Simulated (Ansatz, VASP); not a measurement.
One calculation of Cs2Br, two programs

The input INCAR:

```
SYSTEM = Cs2Br
PREC     = Accurate       ! precision mode
ENCUT    = 520            ! plane-wave cutoff, eV
EDIFF    = 1E-6           ! SCF threshold, eV
ISMEAR   = 0              ! smearing method
SIGMA    = 0.1            ! smearing width, eV
LREAL    = .False.        ! projectors in reciprocal space
LASPH    = .True.         ! aspherical terms in the spheres
NELM     = 60             ! most SCF steps
ALGO     = Normal         ! electronic algorithm
ISIF     = 2              ! what is computed and relaxed
LWAVE    = .False.        ! write WAVECAR
LCHARG   = .False.        ! write CHGCAR
GGA      = PS             ! functional
NBANDS   = 20             ! bands
```

File KPOINTS:

```
regular mesh
0
Gamma
  12 12 6
  0 0 0
```

POSCAR

```
Cs2Br
1.0
    5.1213601797      0.0000000000      0.0000000000
   -2.5606800899      4.4352280176      0.0000000000
    0.0000000000      0.0000000000      9.0110882000
Cs Br
2 1
Direct
    0.6666666667      0.3333333333      0.2413050000
    0.3333333333      0.6666666667      0.7586950000
    0.0000000000      0.0000000000      0.0000000000
```

Input for Ansatz:

```yaml
crystal:
  lattice:
    - [5.1213601797, 0.0, 0.0]
    - [-2.5606800899, 4.4352280176, 0.0]
    - [0.0, 0.0, 9.0110882]
  atoms:
    - { symbol: Cs, position: [0.6666666667, 0.3333333333, 0.241305] }
    - { symbol: Cs, position: [0.3333333333, 0.6666666667, 0.758695] }
    - { symbol: Br, position: [0.0, 0.0, 0.0] }
basis:
  ecutwfc: 420
kpoints:
  mp_grid: { grid: [12, 12, 6] }
  band_path:
    path:
      - [[0.0, 0.0, 0.0], [0.5, 0.0, 0.0], [0.33333333, 0.33333333, 0.0], [0.0, 0.0, 0.0], [0.0, 0.0, 0.5], [0.5, 0.0, 0.5], [0.33333333, 0.33333333, 0.5], [0.0, 0.0, 0.5]]
      - [[0.5, 0.0, 0.5], [0.5, 0.0, 0.0]]
      - [[0.33333333, 0.33333333, 0.5], [0.33333333, 0.33333333, 0.0]]
    npoints: 14
hamiltonian:
  xc: pbesol
scf:
  occupations: { method: gaussian, width: 0.1 }
  n_extra_bands: 7
output:
  forces: true
  stress: true
  eigenvalues: true
  populations: true
  dos: { projected: true, de: 0.02, nscf_kmesh: { grid: [15, 15, 8] } }
  bader: true
  write_density: true
  write_potential: true
  elf: true
  volumetric_format: npy
```

Alike in both runs: task single point; functional PBEsol; k mesh 12 × 12 × 6; occupations gaussian, width 0.1 eV; no spin polarisation.

|  | VASP | Ansatz |
| --- | --- | --- |
| version | VASP 6.6.1 | Ansatz 0.2.0 |
| potentials or method | VASP PAW PBE potentials, release 64 (Cs_sv, Br), cutoff 520 eV | scalar-relativistic, plane waves, PAW |
| valence electrons in the cell | 25 | 25 |

```csv
,VASP,Ansatz,Ansatz less VASP
gap on the k mesh at the Fermi level (eV),none,none,-
pressure (GPa),-0.2,-0.2,-0.01
"traceless stress, the component that is largest in VASP (GPa)",-0.06,-0.06,0.000
rms of the force components (eV/Å),0.046,0.049,+0.0028
```

VASP's potentials were made for PBE, not for PBEsol. Atom by atom the forces differ by 0.003 eV/Å (rms over components). A gap of «none» marks a metal or a gap that the smearing closes. With one functional, cell and mesh, what is left measures potentials, basis and numerics.

Spin-orbit coupling is off throughout.
